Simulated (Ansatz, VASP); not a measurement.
Ge8N: VASP beside Ansatz

INCAR

```
PREC = Accurate ; ENCUT = 520
EDIFF = 1E-6 ; ISMEAR = 0
SIGMA = 0.15 ; LREAL = False
LASPH = True ; NELM = 100
ALGO = Fast ; ISIF = 2
LWAVE = False ; LCHARG = False
GGA = CA ; NBANDS = 68
```

Contents of KPOINTS:

```
regular mesh
0
Gamma
  6 6 6
```

POSCAR

```
Ge8N
1.0
    5.6214248924      0.0000000000      0.0000000000
    0.0000000000     -5.6214248924      0.0000000000
    0.0000000000      0.0000000000     -5.6214248924
Ge N
8 1
Direct
    0.5000000000      0.0000000000      0.0000000000
    0.0000000000      0.5000000000      0.0000000000
    0.0000000000      0.0000000000      0.5000000000
    0.5000000000      0.5000000000      0.5000000000
    0.7500000000      0.7500000000      0.7500000000
    0.2500000000      0.2500000000      0.7500000000
    0.2500000000      0.7500000000      0.2500000000
    0.7500000000      0.2500000000      0.2500000000
    0.7500000000      0.4166666667      0.8333333333
```

Input for Ansatz:

```yaml
crystal:
  lattice:
    - [5.6214248924, 0.0, 0.0]
    - [0.0, -5.6214248924, 0.0]
    - [0.0, 0.0, -5.6214248924]
  atoms:
    - { symbol: Ge, position: [0.5, 0.0, 0.0] }
    - { symbol: Ge, position: [0.0, 0.5, 0.0] }
    - { symbol: Ge, position: [0.0, 0.0, 0.5] }
    - { symbol: Ge, position: [0.5, 0.5, 0.5] }
    - { symbol: Ge, position: [0.75, 0.75, 0.75] }
    - { symbol: Ge, position: [0.25, 0.25, 0.75] }
    - { symbol: Ge, position: [0.25, 0.75, 0.25] }
    - { symbol: Ge, position: [0.75, 0.25, 0.25] }
    - { symbol: "N", position: [0.75, 0.4166666667, 0.8333333333] }
basis:
  ecutwfc: 420
kpoints:
  mp_grid: { grid: [6, 6, 6] }
hamiltonian:
  xc: lda
  pseudopotentials: { kind: paw, azcp: { folder: soft_1 } }
scf:
  occupations: { method: gaussian, width: 0.15 }
output:
  forces: true
  stress: true
  eigenvalues: true
  write_density: true
  write_potential: true
  elf: true
  volumetric_format: npy
```

Alike in both runs: task single point; functional LDA; k mesh 6 × 6 × 6; occupations gaussian, width 0.15 eV; no spin polarisation.

|  | VASP | Ansatz |
| --- | --- | --- |
| version | VASP 6.6.1 | Ansatz 0.2.0 |
| potentials or method | VASP PAW LDA potentials, release 64 (Ge_d, N), cutoff 520 eV | scalar-relativistic, plane waves, PAW |
| valence electrons in the cell | 117 | 117 |

Ansatz gave:

| Quantity | Value |
| --- | --- |
| gap on the k mesh at the Fermi level (eV) | none |
| pressure (GPa) | 5.0 |
| traceless stress, the component that is largest in VASP (GPa) | -3.04 |
| rms of the force components (eV/Å) | 0.913 |

Q: Estimate VASP's values.

A: gap on the k mesh at the Fermi level (eV): none; pressure (GPa): 5.2; traceless stress, the component that is largest in VASP (GPa): -3.11; rms of the force components (eV/Å): 0.937.

Ansatz warns that its potentials were made for another functional, while VASP's fit it. LDA's correlation is that of Perdew and Zunger in VASP and of Perdew and Wang (1992) in Ansatz. Atom by atom the forces differ by 0.032 eV/Å (rms over components). A gap of «none» marks a metal or a gap that the smearing closes.
